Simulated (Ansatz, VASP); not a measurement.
# One calculation of Au, two programs

INCAR

```
PREC = Accurate
ENCUT = 520
EDIFF = 1E-7
ISMEAR = 0
SIGMA = 0.1
LREAL = False
LASPH = True
NELM = 60
ALGO = Normal
ISIF = 2
LWAVE = False
LCHARG = False
GGA = PS
NBANDS = 12
```

File KPOINTS:

```
regular mesh
0
Gamma
  18 18 18
```

Contents of POSCAR:

```
Au
1.0
    0.0000000000      1.9786701777      1.9786701777
    1.9786701777      0.0000000000      1.9786701777
    1.9786701777      1.9786701777      0.0000000000
Au
1
Direct
    0.0000000000      0.0000000000      0.0000000000
```

Input for Ansatz:

```yaml
crystal:
  lattice:
    - [0.0, 1.9786701777, 1.9786701777]
    - [1.9786701777, 0.0, 1.9786701777]
    - [1.9786701777, 1.9786701777, 0.0]
  atoms:
    - { symbol: Au, position: [0.0, 0.0, 0.0] }
basis:
  ecutwfc: 420
kpoints:
  mp_grid: { grid: [18, 18, 18] }
hamiltonian:
  xc: pbesol
scf:
  occupations: { method: gaussian, width: 0.1 }
output:
  forces: true
  stress: true
  eigenvalues: true
```

Alike in both runs: task single point; functional PBEsol; k mesh 18 × 18 × 18; occupations gaussian, width 0.1 eV; no spin polarisation.

```csv
,VASP,Ansatz
version,VASP 6.6.1,Ansatz 0.2.0
potentials or method,"VASP PAW PBE potentials, release 64 (Au), cutoff 520 eV","scalar-relativistic, plane waves, PAW"
valence electrons in the cell,11,19
```

```tsv
	VASP	Ansatz	Ansatz less VASP
gap on the k mesh at the Fermi level (eV)	none	none	-
pressure (GPa)	21.2	21.6	+0.37
```

VASP's potentials were made for PBE, not for PBEsol. A gap of «none» marks a metal or a gap that the smearing closes. VASP's potentials hold 11 valence electrons a cell and Ansatz's 19, so a difference there can come from the potentials and not from the codes.

Neither program's run includes spin-orbit coupling.
